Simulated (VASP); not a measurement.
# Ni (Fm-3m) in VASP: single point with PBE

Aim: the single point of Ni with PBE.

All numbers are computed with VASP 6.6.1; they aren't measurements. Logs are shortened: lines on timing, memory, paths and dates and some standing lists are left out, and cuts for length are marked.

## (1) The cell of the first run

It takes space group Fm-3m (No. 225, cubic). The conventional cell has a = 2.696 Å, b = 2.696 Å, c = 2.696 Å, α = 90.00°, β = 90.00°, γ = 90.00°. Within 2.5 Å of Ni (site symmetry m-3m) lie 12 Ni at 1.91 Å.

## (2) Single point, PBE, collinear spin, ferromagnetic start (4.90 Å³/atom)

The input, POSCAR:

```
Ni
1.0
    0.0000000000      1.3479749894      1.3479749894
    1.3479749894      0.0000000000      1.3479749894
    1.3479749894      1.3479749894      0.0000000000
Ni
1
Direct
    0.0000000000      0.0000000000      0.0000000000
```

The input, INCAR.step1:

```
SYSTEM = Ni
PREC = Accurate
ENCUT = 520
EDIFF = 1E-6
ISMEAR = -1
SIGMA = 0.05
LREAL = .FALSE.
LASPH = .TRUE.
NELM = 150
ALGO = Normal
ISIF = 2
LWAVE = .FALSE.
LCHARG = .TRUE.
ISPIN = 2
MAGMOM = 1
LMAXMIX = 4
GGA = PE
NBANDS = 15
```

The input, KPOINTS.step1:

```
regular mesh
0
G
  18 18 18
  0 0 0
```

The input, INCAR.step2:

```
SYSTEM = Ni
PREC = Accurate
ENCUT = 520
EDIFF = 1E-6
ISMEAR = -5
SIGMA = 0.05
LREAL = .FALSE.
LASPH = .TRUE.
NELM = 150
ALGO = Normal
ISIF = 2
LWAVE = .FALSE.
LCHARG = .FALSE.
ISPIN = 2
MAGMOM = 1
LORBIT = 10
LMAXMIX = 4
GGA = PE
NEDOS = 2001
ICHARG = 11
```

The input, KPOINTS.step2:

```
regular mesh
0
G
  27 27 27
  0 0 0
```

Potentials or basis: VASP PAW PBE potentials, release 64 (Ni).

On the command line:

```
$ cat potpaw_PBE.64/Ni/POTCAR > POTCAR
$ cp INCAR.step1 INCAR
$ cp KPOINTS.step1 KPOINTS
$ mpirun -np 1 vasp_std > vasp.out
$ cp INCAR.step2 INCAR
$ cp KPOINTS.step2 KPOINTS
$ mpirun -np 1 vasp_std > vasp.out
```

OUTCAR:

```text
SYSTEM = Ni
   PREC = Accurate
   ENCUT = 520
   EDIFF = 1E-6
   ISMEAR = -5
   LREAL = .FALSE.
   LASPH = .TRUE.
   NELM = 150
   ISIF = 2
   ISPIN = 2
   LORBIT = 10
   GGA = PE
   ICHARG = 11

 ion  position               nearest neighbor table
   1  0.000  0.000  0.000-

  LATTYP: Found a face centered cubic cell.
 ALAT       =     2.6959499788

  Lattice vectors:

 A1 = (   0.0000000000,   1.3479749894,   1.3479749894)
 A2 = (   1.3479749894,   0.0000000000,   1.3479749894)
 A3 = (   1.3479749894,   1.3479749894,   0.0000000000)

Analysis of symmetry for initial positions (statically):
=====================================================================
 Subroutine PRICEL returns:
 Original cell was already a primitive cell.

 Routine SETGRP: Setting up the symmetry group for a
 face centered cubic supercell.

 Subroutine GETGRP returns: Found 48 space group operations
 (whereof 48 operations were pure point group operations)
 out of a pool of 48 trial point group operations.

The static configuration has the point symmetry O_h .

Analysis of symmetry for dynamics (positions and initial velocities):
=====================================================================
 Subroutine PRICEL returns:
 Original cell was already a primitive cell.

 Routine SETGRP: Setting up the symmetry group for a
 face centered cubic supercell.

 Subroutine GETGRP returns: Found 48 space group operations
 (whereof 48 operations were pure point group operations)
 out of a pool of 48 trial point group operations.

The dynamic configuration has the point symmetry O_h .

Analysis of structural, dynamic, and magnetic symmetry:
=====================================================================
 Subroutine PRICEL returns:
 Original cell was already a primitive cell.

 Routine SETGRP: Setting up the symmetry group for a
 face centered cubic supercell.

 Subroutine GETGRP returns: Found 48 space group operations
 (whereof 48 operations were pure point group operations)
 out of a pool of 48 trial point group operations.

The overall configuration has the point symmetry O_h .

 Subroutine INISYM returns: Found 48 space group operations
 (whereof 48 operations are pure point group operations),
 and found     1 'primitive' translations

----------------------------------------------------------------------------------------

                                     Primitive cell

  volume of cell :       4.8986

  direct lattice vectors                    reciprocal lattice vectors
     0.000000000  1.347974989  1.347974989    -0.370926763  0.370926763  0.370926763
     1.347974989  0.000000000  1.347974989     0.370926763 -0.370926763  0.370926763
     1.347974989  1.347974989  0.000000000     0.370926763  0.370926763 -0.370926763

  length of vectors
     1.906324512  1.906324512  1.906324512     0.642464000  0.642464000  0.642464000

  position of ions in fractional coordinates (direct lattice)
     0.000000000  0.000000000  0.000000000

  ion indices of the primitive-cell ions
   primitive index   ion index
                 1           1

----------------------------------------------------------------------------------------

 KPOINTS: regular mesh

Automatic generation of k-mesh.
 Grid dimensions read from file:
 generate k-points for:   27   27   27

 Generating k-lattice:

  Cartesian coordinates                     Fractional coordinates (reciprocal lattice)
    -0.013738028  0.013738028  0.013738028     0.037037037  0.000000000  0.000000000
     0.013738028 -0.013738028  0.013738028     0.000000000  0.037037037  0.000000000
     0.013738028  0.013738028 -0.013738028     0.000000000  0.000000000  0.037037037

  Length of vectors
     0.023794963  0.023794963  0.023794963

  Shift w.r.t. Gamma in fractional coordinates (k-lattice)
     0.000000000  0.000000000  0.000000000

 TETIRR: Found   2653 inequivalent tetrahedra from   118098

 Subroutine IBZKPT returns following result:
 ===========================================

 Found    560 irreducible k-points:

 Following reciprocal coordinates:
            Coordinates               Weight
  0.000000  0.000000  0.000000      1.000000
  0.037037  0.000000  0.000000      8.000000
  0.074074  0.000000  0.000000      8.000000
  0.111111  0.000000  0.000000      8.000000
  0.148148  0.000000  0.000000      8.000000
  0.185185  0.000000  0.000000      8.000000
[... 16 lines left out ...]
  0.333333  0.037037  0.000000     24.000000
  0.370370  0.037037  0.000000     24.000000
 [... further k-points ...]
   k-points           NKPTS =    560   k-points in BZ     NKDIM =    560   number of bands    NBANDS=     10
   number of dos      NEDOS =   2001   number of ions     NIONS =      1
   total plane-waves  NPLWV =   2744
   dimension x,y,z NGX =    14 NGY =   14 NGZ =   14
   dimension x,y,z NGXF=    28 NGYF=   28 NGZF=   28
   ions per type =               1
   NGX,Y,Z   is equivalent  to a cutoff of  12.21, 12.21, 12.21 a.u.
   NGXF,Y,Z  is equivalent  to a cutoff of  24.42, 24.42, 24.42 a.u.
 SYSTEM =  Ni
   PREC   = accura    normal or accurate (medium, high low for compatibility)
   ISTART =      0    job   : 0-new  1-cont  2-samecut
   ICHARG =     11    charge: 1-file 2-atom 10-const
   ISPIN  =      2    spin polarized calculation?
   LNONCOLLINEAR =      F non collinear calculations
   LSORBIT =      F    spin-orbit coupling
   LASPH  =      T    aspherical Exc in radial PAW
   ENCUT  =  520.0 eV  38.22 Ry    6.18 a.u.   3.54  3.54  3.54*2*pi/ulx,y,z
   NELM   =    150;   NELMIN=  2; NELMDL=  0     # of ELM steps
   EDIFF  = 0.1E-05   stopping-criterion for ELM
   LREAL  =      F    real-space projection
   EDIFFG = 0.1E-04   stopping-criterion for IOM
   NSW    =      0    number of steps for IOM
   IBRION =     -1    ionic relax: 0-MD 1-quasi-New 2-CG
   NFREE  =      0    steps in history (QN), initial steepest desc. (CG)
   ISIF   =      2    stress and relaxation
   ISYM   =      2    0-nonsym 1-usesym 2-fastsym
   POTIM  = 0.5000    time-step for ionic-motion
   TEBEG  =    0.0;   TEEND  =   0.0 temperature during run
   PSTRESS=    0.0 pullay stress
   NELECT =      10.0000    total number of electrons
   NUPDOWN=      -1.0000    fix difference up-down
   EMIN   =  10.00;   EMAX   =-10.00  energy-range for DOS
   EFERMI =   0.00;   METHOD = LEGACY
   ISMEAR =    -5;   SIGMA  =   0.05  broadening in eV -4-tet -1-fermi 0-gaus
   EFERMI_NEDOS =   21; number of points for ismear=-14 and -15
   IALGO  =     38    algorithm
   IMIX   =      4    mixing-type and parameters
     AMIX     =   0.40;   BMIX     =  1.00
     AMIX_MAG =   1.60;   BMIX_MAG =  1.00
  volume/ion in A,a.u.               =       4.90        33.06
  Fermi-wavevector in a.u.,A,eV,Ry     =   2.076744  3.924477 58.680109  4.312866
  Thomas-Fermi vector in A             =   3.072879
   LORBIT       =     10    0 simple, 1 ext, 2 COOP (PROOUT), +10 PAW based schemes
   GGA     = PE    functional components
   LHFCALC =     F    Hartree Fock is set to
   AEXX    =    0.0000 exact exchange contribution
   IVDW    =     0    specifies the selected vdW correction
   LEPSILON=     F    determine dielectric tensor
   LRPA    =     F    only Hartree local field effects (RPA)
 spin polarized calculation
 Fermi weights with tetrahedron method with Bloechl corrections
  energy-cutoff  :      520.00
  volume of cell :        4.90
 maximum number of plane-waves:       141

 number of electron       9.9999995 magnetization       0.0000440

 Free energy of the ion-electron system (eV)
  ---------------------------------------------------
  ext. energy  EPLUGINS =         0.00000000
  ---------------------------------------------------
  free energy    TOTEN  =         3.77202295 eV

  energy without entropy =        3.77202295  energy(sigma->0) =        3.77202295

 E-fermi :  27.2366     XC(G=0): -18.7037

 val. band max:       27.2737909183   @ k =   0.4444   0.1481   0.0000
 cond. band min:      27.0781065859   @ k =   0.4444   0.0000   0.0000
 fundamental gap:     -0.1956843324
 Fermi energy:        27.2366071631

 spin component 1

 k-point     1 :       0.0000    0.0000    0.0000
  band No.  band energies     occupation
      1      11.7307      1.00000
      2      21.1847      1.00000
      3      21.1847      1.00000
      4      21.1847      1.00000
      5      24.8260      1.00000
      6      24.8260      1.00000
      7      56.1089      0.00000
      8      67.2353      0.00000
      9      67.2353      0.00000
     10      67.2414      0.00000
[... 287 lines left out ...]
 k-point    24 :       0.3704    0.0370    0.0000
  band No.  band energies     occupation
      1      15.5630      1.00000
      2      21.1772      1.00000
      3      21.3720      1.00000
      4      22.7418      1.00000
      5      26.3487      1.00000
      6      26.5174      1.06807
      7      46.6645      0.00000
      8      55.8108      0.00000
      9      67.8063      0.00000
     10      70.0827      0.00000

 [... further k-points ...]

 spin component 2

 k-point     1 :       0.0000    0.0000    0.0000
  band No.  band energies     occupation
      1      11.7307      1.00000
      2      21.1848      1.00000
      3      21.1848      1.00000
      4      21.1848      1.00000
      5      24.8261      1.00000
      6      24.8261      1.00000
      7      56.1089      0.00000
      8      67.2353      0.00000
      9      67.2353      0.00000
     10      67.2429      0.00000
[... 287 lines left out ...]
 k-point    24 :       0.3704    0.0370    0.0000
  band No.  band energies     occupation
      1      15.5631      1.00000
      2      21.1773      1.00000
      3      21.3721      1.00000
      4      22.7418      1.00000
      5      26.3487      1.00000
      6      26.5175      1.06809
      7      46.6645      0.00000
      8      55.8108      0.00000
      9      67.8067      0.00000
     10      70.1858      0.00000

 [... further k-points ...]

------------------------ aborting loop because EDIFF is reached ----------------------------------------

  FORCE on cell =-STRESS in cart. coord.  units (eV):
  Direction    XX          YY          ZZ          XY          YZ          ZX
  --------------------------------------------------------------------------------------
  -------------------------------------------------------------------------------------
  Total       31.8910604     31.8910604     31.8910604     -0.0000000      0.0000000     -0.0000000
  in kB    10430.4739791  10430.4739791  10430.4739791     -0.0000000      0.0000000     -0.0000000
  external PRESSURE =   10430.4739791 kB  Pullay stress =       0.0000000 kB

 VOLUME and BASIS-vectors are now :
 -----------------------------------------------------------------------------
  energy-cutoff  :      520.00
  volume of cell :        4.90
      direct lattice vectors                 reciprocal lattice vectors
     0.000000000  1.347974989  1.347974989    -0.370926763  0.370926763  0.370926763
     1.347974989  0.000000000  1.347974989     0.370926763 -0.370926763  0.370926763
     1.347974989  1.347974989  0.000000000     0.370926763  0.370926763 -0.370926763

 POSITION                                       TOTAL-FORCE (eV/Angst)
 -----------------------------------------------------------------------------------
      0.00000      0.00000      0.00000        -0.000000      0.000000     -0.000000
 -----------------------------------------------------------------------------------
    total drift:                               -0.000000     -0.000000     -0.000000

  FREE ENERGIE OF THE ION-ELECTRON SYSTEM (eV)
  ---------------------------------------------------
  free  energy   TOTEN  =         3.7720229462 eV

  energy  without entropy=        3.7720229462  energy(sigma->0) =        3.77202295

 total charge

# of ion       s       p       d       tot
------------------------------------------
    1        1.070   1.751   9.588  12.409

 magnetization (x)

# of ion       s       p       d       tot
------------------------------------------
    1       -0.000  -0.000   0.000   0.000
```

It took 66 s on 1 thread of Intel Xeon 8259CL, shared host; peak memory 0.16 GiB.

Results:

```yaml
Net_moment: 0.00 μB per cell
```

Caveat: tetrahedron occupations give inexact forces and stress in metals.
